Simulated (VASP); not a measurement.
Runs of VASP 6.6.1 on Ag. The structure is that of space group I4/mmm (No. 139), or close to it. The cells are those of the table. 

```tsv
cell	further INCAR settings	gap on the mesh (eV)	pressure (GPa)
a = 2.938 Å, angles 101.5, 101.5, 126.9°, 1 atom	ALGO = Fast; EDIFF = 1e-07; NBANDS = 12	none	(a)
a = 2.905 Å, angles 103.5, 103.5, 122.2°, 1 atom	ALGO = Fast; EDIFF = 1e-06; NBANDS = 12	none	0.6
a = 2.884 Å, angles 105.4, 105.4, 118.0°, 1 atom	ALGO = Fast; EDIFF = 1e-07; NBANDS = 12	none	-0.6
a = 2.890 Å, angles 114.7, 114.7, 99.4°, 1 atom	ALGO = Fast; EDIFF = 1e-06; NBANDS = 12	none	-1.1
```

Alike in all rows: task single point; level PBE; potentials or basis VASP PAW PBE potentials, release 64 (Ag); no spin polarisation; k mesh 22 × 22 × 22; cutoff (eV) 520; smearing gaussian 0.15 eV.

Fill in the values left out.

(a) 4.1.

A k mesh can miss the band edges, and the runs leave out spin-orbit coupling on Ag.

A gap of «none» marks levels without a gap at the run's occupations.
